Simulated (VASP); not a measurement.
Wanted: the native input for a VASP 6.6.1 run.

| Property | Result |
| --- | --- |
| Task | single point |
| Functional | LDA |
| Potentials or basis | VASP PAW LDA potentials, release 64 (Li_sv, F) |
| Cutoff | 520 eV |
| k mesh | 10 × 10 × 10 |
| Occupations | gaussian, width 0.01 eV |
| Spin | no spin polarisation |
| Dipole correction | no |
| Further INCAR settings | ALGO = Normal; EDIFF = 1e-07; NBANDS = 12 |

The structure of LiF lies in POSCAR:

```
LiF
1.0
    0.0000000000      2.1446105349      2.1446105349
    2.1446105349      0.0000000000      2.1446105349
    2.1446105349      2.1446105349      0.0000000000
Li F
1 1
Direct
    0.0000000000      0.0000000000      0.0000000000
    0.2500000000      0.2500000000      0.2500000000
```

One way to write it, as run:

INCAR

```
PREC = Accurate
ENCUT = 520
EDIFF = 1E-7
ISMEAR = 0
SIGMA = 0.01
LREAL = False
LASPH = True
NELM = 100
ALGO = Normal
ISIF = 2
LWAVE = False
LCHARG = True
LELF = True
LVHAR = True
NBANDS = 12
```

KPOINTS

```
regular mesh
0
Gamma
  10 10 10
```

Potentials or basis: VASP PAW LDA potentials, release 64 (Li_sv, F).

The run is started by

```sh
$ cat potpaw_LDA.64/Li_sv/POTCAR potpaw_LDA.64/F/POTCAR > POTCAR
$ mpirun -np 1 vasp_std > vasp.out
```

It gave:

- Band gap on the k mesh: 7.60 eV, direct

Run time: 12 s on 1 thread of Intel(R) Xeon(R) Platinum 8375C CPU @ 2.90GHz (Ice Lake) (shared host), peak memory 0.12 GiB.
